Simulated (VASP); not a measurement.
# Ag in VASP: single point with PBE

Aim: the single point of Ag with PBE.

Everything below comes from runs of VASP 6.6.1. Logs are shortened: lines on timing, memory, paths and dates and some standing lists are left out, and cuts for length are marked.

## (1) The cell of the first run

The cell holds a slab with vacuum, 5 atoms: a = 2.933 Å, b = 2.933 Å, c = 24.296 Å, α = 90.00°, β = 90.00°, γ = 90.00°.

## (2) Single point, PBE

File INCAR:

```
ALGO = Normal
DIPOL = 0.5 0.5 0.500
EDIFF = 1E-6
ENCUT = 520
GGA = PE
IDIPOL = 3
ISIF = 2
ISMEAR = -1
LASPH = True
LCHARG = False
LDIPOL = True
LREAL = False
LWAVE = False
NBANDS = 36
NELM = 60
PREC = Accurate
SIGMA = 0.1
```

File KPOINTS:

```
k-points
0
Gamma
  12 12 1
```

File POSCAR:

```
Ag
1.0
    2.9330648187      0.0000000000      0.0000000000
    0.0000000000      2.9330648187      0.0000000000
    0.0000000000      0.0000000000     24.2960000000
Ag
5
Direct
    0.0000000000      0.0000000000      0.3311138137
    0.5000000000      0.5000000000      0.4145795058
    0.0000000000      0.0000000000      0.4999999996
    0.5000000000      0.5000000000      0.5854204947
    0.0000000000      0.0000000000      0.6688861863
```

Potentials or basis: VASP PAW PBE potentials, release 64 (Ag).

Command:

```bash
> cat potpaw_PBE.64/Ag/POTCAR > POTCAR
> mpirun -np 1 vasp_std > vasp.out
```

OUTCAR:

```text
EDIFF = 1E-6
   ENCUT = 520
   GGA = PE
   ISIF = 2
   ISMEAR = -1
   LASPH = True
   LREAL = False
   NELM = 60
   PREC = Accurate

 ion  position               nearest neighbor table
   1  0.000  0.000  0.331-   2 2.90   2 2.90   2 2.90   2 2.90
   2  0.500  0.500  0.415-   1 2.90   1 2.90   1 2.90   1 2.90   3 2.93   3 2.93   3 2.93   3 2.93

   3  0.000  0.000  0.500-   2 2.93   2 2.93   2 2.93   2 2.93   4 2.93   4 2.93   4 2.93   4 2.93

   4  0.500  0.500  0.585-   5 2.90   5 2.90   5 2.90   5 2.90   3 2.93   3 2.93   3 2.93   3 2.93

   5  0.000  0.000  0.669-   4 2.90   4 2.90   4 2.90   4 2.90

  LATTYP: Found a simple tetragonal cell.
 ALAT       =     2.9330648187
 C/A-ratio  =     8.2834855354

  Lattice vectors:

 A1 = (   2.9330648187,   0.0000000000,   0.0000000000)
 A2 = (   0.0000000000,   2.9330648187,   0.0000000000)
 A3 = (   0.0000000000,   0.0000000000,  24.2960000000)

Analysis of symmetry for initial positions (statically):
=====================================================================
 Subroutine PRICEL returns:
 Original cell was already a primitive cell.

 Routine SETGRP: Setting up the symmetry group for a
 simple tetragonal supercell.

 Subroutine GETGRP returns: Found 16 space group operations
 (whereof 16 operations were pure point group operations)
 out of a pool of 16 trial point group operations.

The static configuration has the point symmetry D_4h.

Analysis of symmetry for dynamics (positions and initial velocities):
=====================================================================
 Subroutine PRICEL returns:
 Original cell was already a primitive cell.

 Routine SETGRP: Setting up the symmetry group for a
 simple tetragonal supercell.

 Subroutine GETGRP returns: Found 16 space group operations
 (whereof 16 operations were pure point group operations)
 out of a pool of 16 trial point group operations.

The dynamic configuration has the point symmetry D_4h.

 Subroutine INISYM returns: Found 16 space group operations
 (whereof 16 operations are pure point group operations),
 and found     1 'primitive' translations

----------------------------------------------------------------------------------------

                                     Primitive cell

  volume of cell :     209.0153

  direct lattice vectors                    reciprocal lattice vectors
     2.933064819  0.000000000  0.000000000     0.340940300  0.000000000  0.000000000
     0.000000000  2.933064819  0.000000000     0.000000000  0.340940300  0.000000000
     0.000000000  0.000000000 24.296000000     0.000000000  0.000000000  0.041159039

  length of vectors
     2.933064819  2.933064819 24.296000000     0.340940300  0.340940300  0.041159039

  position of ions in fractional coordinates (direct lattice)
     0.000000000  0.000000000  0.331113814
     0.500000000  0.500000000  0.414579506
     0.000000000  0.000000000  0.500000000
     0.500000000  0.500000000  0.585420495
     0.000000000  0.000000000  0.668886186

  ion indices of the primitive-cell ions
   primitive index   ion index
                 1           1
                 2           2
                 3           3
                 4           4
                 5           5

----------------------------------------------------------------------------------------

 KPOINTS: k-points

Automatic generation of k-mesh.
 Grid dimensions read from file:
 generate k-points for:   12   12    1

 Generating k-lattice:

  Cartesian coordinates                     Fractional coordinates (reciprocal lattice)
     0.028411692  0.000000000  0.000000000     0.083333333  0.000000000  0.000000000
     0.000000000  0.028411692  0.000000000     0.000000000  0.083333333  0.000000000
     0.000000000  0.000000000  0.041159039     0.000000000  0.000000000  1.000000000

  Length of vectors
     0.028411692  0.028411692  0.041159039

  Shift w.r.t. Gamma in fractional coordinates (k-lattice)
     0.000000000  0.000000000  0.000000000

 Subroutine IBZKPT returns following result:
 ===========================================

 Found     28 irreducible k-points:

 Following reciprocal coordinates:
            Coordinates               Weight
  0.000000  0.000000  0.000000      1.000000
  0.083333  0.000000  0.000000      4.000000
  0.166667  0.000000  0.000000      4.000000
  0.250000  0.000000  0.000000      4.000000
  0.333333  0.000000  0.000000      4.000000
  0.416667  0.000000  0.000000      4.000000
[... 16 lines left out ...]
  0.333333  0.333333  0.000000      4.000000
  0.416667  0.333333  0.000000      8.000000
 [... further k-points ...]
   k-points           NKPTS =     28   k-points in BZ     NKDIM =     28   number of bands    NBANDS=     36
   number of dos      NEDOS =    301   number of ions     NIONS =      5
   total plane-waves  NPLWV = 110592
   dimension x,y,z NGX =    24 NGY =   24 NGZ =  192
   dimension x,y,z NGXF=    48 NGYF=   48 NGZF=  384
   ions per type =               5
   NGX,Y,Z   is equivalent  to a cutoff of  13.60, 13.60, 13.14 a.u.
   NGXF,Y,Z  is equivalent  to a cutoff of  27.21, 27.21, 26.28 a.u.
 SYSTEM =  unknown system
   PREC   = accura    normal or accurate (medium, high low for compatibility)
   ISTART =      0    job   : 0-new  1-cont  2-samecut
   ICHARG =      2    charge: 1-file 2-atom 10-const
   ISPIN  =      1    spin polarized calculation?
   LNONCOLLINEAR =      F non collinear calculations
   LSORBIT =      F    spin-orbit coupling
   LASPH  =      T    aspherical Exc in radial PAW
   ENCUT  =  520.0 eV  38.22 Ry    6.18 a.u.   5.45  5.45 45.17*2*pi/ulx,y,z
   NELM   =     60;   NELMIN=  2; NELMDL= -5     # of ELM steps
   EDIFF  = 0.1E-05   stopping-criterion for ELM
   LREAL  =      F    real-space projection
   EDIFFG = 0.1E-04   stopping-criterion for IOM
   NSW    =      0    number of steps for IOM
   IBRION =     -1    ionic relax: 0-MD 1-quasi-New 2-CG
   NFREE  =      0    steps in history (QN), initial steepest desc. (CG)
   ISIF   =      2    stress and relaxation
   ISYM   =      2    0-nonsym 1-usesym 2-fastsym
   POTIM  = 0.5000    time-step for ionic-motion
   TEBEG  =    0.0;   TEEND  =   0.0 temperature during run
   PSTRESS=    0.0 pullay stress
   NELECT =      55.0000    total number of electrons
   NUPDOWN=      -1.0000    fix difference up-down
   EMIN   =  10.00;   EMAX   =-10.00  energy-range for DOS
   EFERMI =   0.00;   METHOD = LEGACY
   ISMEAR =    -1;   SIGMA  =   0.10  broadening in eV -4-tet -1-fermi 0-gaus
   EFERMI_NEDOS =   21; number of points for ismear=-14 and -15
   IALGO  =     38    algorithm
   IMIX   =      4    mixing-type and parameters
     AMIX     =   0.40;   BMIX     =  1.00
     AMIX_MAG =   1.60;   BMIX_MAG =  1.00
  volume/ion in A,a.u.               =      41.80       282.10
  Fermi-wavevector in a.u.,A,eV,Ry     =   1.049067  1.982448 14.973763  1.100541
  Thomas-Fermi vector in A             =   2.184014
   LORBIT       =      0    0 simple, 1 ext, 2 COOP (PROOUT), +10 PAW based schemes
   GGA     = PE    functional components
   LHFCALC =     F    Hartree Fock is set to
   AEXX    =    0.0000 exact exchange contribution
   IVDW    =     0    specifies the selected vdW correction
   LEPSILON=     F    determine dielectric tensor
   LRPA    =     F    only Hartree local field effects (RPA)
 non-spin polarized calculation
  energy-cutoff  :      520.00
  volume of cell :      209.02
 maximum number of plane-waves:      5707
 NGX is ok and might be reduce to    24
   NGX = 11   NGY = 11   NGZ = 91

 dipolmoment           0.000000      0.000000      0.000000 electrons x Angstroem

 number of electron      55.0000003 magnetization

 dipolmoment           0.000000      0.000000     -0.000000 electrons x Angstroem

 Free energy of the ion-electron system (eV)
  ---------------------------------------------------
  ext. energy  EPLUGINS =         0.00000000
  ---------------------------------------------------
  free energy    TOTEN  =       -12.73758227 eV

  energy without entropy =      -12.69103119  energy(sigma->0) =      -12.71430673

 E-fermi :   0.9220     XC(G=0):  -5.7857

 val. band max:        0.8471350294   @ k =   0.5000   0.0833   0.0000
 cond. band min:       0.9338453822   @ k =   0.5000   0.1667   0.0000
 fundamental gap:      0.0867103528
 Fermi energy:         0.9220208960

 k-point     1 :       0.0000    0.0000    0.0000
  band No.  band energies     occupation
      1      -6.1977      2.00000
      2      -5.3671      2.00000
      3      -5.1019      2.00000
      4      -5.0089      2.00000
      5      -4.7447      2.00000
      6      -4.7108      2.00000
[... 28 lines left out ...]
     35       7.5696      0.00000
     36       8.4314      0.00000

 k-point     2 :       0.0833    0.0000    0.0000
  band No.  band energies     occupation
      1      -6.0645      2.00000
      2      -5.2586      2.00000
      3      -5.0383      2.00000
      4      -4.9375      2.00000
      5      -4.7085      2.00000
      6      -4.6161      2.00000
[... 28 lines left out ...]
     35       7.6937      0.00000
     36       8.5129      0.00000

 k-point     3 :       0.1667    0.0000    0.0000
  band No.  band energies     occupation
      1      -5.6968      2.00000
      2      -5.0347      2.00000
      3      -4.9183      2.00000
      4      -4.6841      2.00000
      5      -4.6169      2.00000
      6      -4.4591      2.00000
[... 28 lines left out ...]
     35       8.0646      0.00000
     36       8.4941      0.00000

 k-point     4 :       0.2500    0.0000    0.0000
  band No.  band energies     occupation
      1      -5.2254      2.00000
      2      -4.9324      2.00000
      3      -4.7842      2.00000
      4      -4.5159      2.00000
      5      -4.5151      2.00000
      6      -4.3145      2.00000
[... 28 lines left out ...]
     35       7.1308      0.00000
     36       7.4358      0.00000

 k-point     5 :       0.3333    0.0000    0.0000
  band No.  band energies     occupation
      1      -4.9647      2.00000
      2      -4.9602      2.00000
      3      -4.7147      2.00000
      4      -4.4969      2.00000
      5      -4.3835      2.00000
      6      -3.9601      2.00000
[... 655 lines left out ...]
 k-point    22 :       0.5000    0.2500    0.0000
  band No.  band energies     occupation
      1      -4.6941      2.00000
      2      -4.6747      2.00000
      3      -4.6562      2.00000
      4      -4.5789      2.00000
      5      -4.4553      2.00000
      6      -4.2341      2.00000
[... 28 lines left out ...]
     35       8.0719      0.00000
     36       9.1986      0.00000

 k-point    23 :       0.3333    0.3333    0.0000
  band No.  band energies     occupation
      1      -4.6945      2.00000
      2      -4.6573      2.00000
      3      -4.6345      2.00000
      4      -4.5773      2.00000
      5      -4.2999      2.00000
      6      -4.2831      2.00000
[... 28 lines left out ...]
     35       8.1264      0.00000
     36       8.3475      0.00000

 k-point    24 :       0.4167    0.3333    0.0000
  band No.  band energies     occupation
      1      -4.8237      2.00000
      2      -4.7701      2.00000
      3      -4.7554      2.00000
      4      -4.7270      2.00000
      5      -4.4463      2.00000
      6      -4.4362      2.00000
[... 28 lines left out ...]
     35       8.4389      0.00000
     36       8.7734      0.00000

 [... further k-points ...]

------------------------ aborting loop because EDIFF is reached ----------------------------------------

 vacuum level on the upper side and lower side of the slab       (xc-potential included)        -0.110        -0.110

  FORCE on cell =-STRESS in cart. coord.  units (eV):
  Direction    XX          YY          ZZ          XY          YZ          ZX
  --------------------------------------------------------------------------------------
  -------------------------------------------------------------------------------------
  Total       -0.9397443     -0.9397443     -0.0839831      0.0000000      0.0000000     -0.0000000
  in kB       -7.2034774     -7.2034774     -0.6437604      0.0000000      0.0000000     -0.0000000
  external PRESSURE =      -5.0169051 kB  Pullay stress =       0.0000000 kB

 VOLUME and BASIS-vectors are now :
 -----------------------------------------------------------------------------
  energy-cutoff  :      520.00
  volume of cell :      209.02
      direct lattice vectors                 reciprocal lattice vectors
     2.933064819  0.000000000  0.000000000     0.340940300  0.000000000  0.000000000
     0.000000000  2.933064819  0.000000000     0.000000000  0.340940300  0.000000000
     0.000000000  0.000000000 24.296000000     0.000000000  0.000000000  0.041159039

 POSITION                                       TOTAL-FORCE (eV/Angst)
 -----------------------------------------------------------------------------------
      0.00000      0.00000      8.04474        -0.000000      0.000000      0.006024
      1.46653      1.46653     10.07262        -0.000000      0.000000     -0.000280
      0.00000      0.00000     12.14800        -0.000000     -0.000000     -0.000000
      1.46653      1.46653     14.22338         0.000000     -0.000000      0.000280
      0.00000      0.00000     16.25126        -0.000000      0.000000     -0.006024
 -----------------------------------------------------------------------------------
    total drift:                                0.000000      0.000000     -0.000002

  FREE ENERGIE OF THE ION-ELECTRON SYSTEM (eV)
  ---------------------------------------------------
  free  energy   TOTEN  =       -12.7375822697 eV

  energy  without entropy=      -12.6910311873  energy(sigma->0) =      -12.71430673

 vacuum level on the upper side and lower side of the slab         5.087         5.087
```

Wall time 1.8 min (1 thread of Intel Xeon 6975P-C (Granite Rapids), shared host); peak memory 0.41 GiB.

What came out:

| Property | Result |
| --- | --- |
| Free energy | -12.7376 eV |
| Largest force | 0.006 eV/Å |
| Band gap on the k mesh | zero (an odd number of electrons rules out a gap without spin polarisation) |

Forces on the atoms (eV/Å):
```
Ag   0.000  0.000  0.006
Ag   0.000  0.000  0.000
Ag   0.000  0.000  0.000
Ag   0.000  0.000  0.000
Ag   0.000  0.000 -0.006
```

The gap in the log of VASP goes by the Fermi energy; the results here count the filled bands.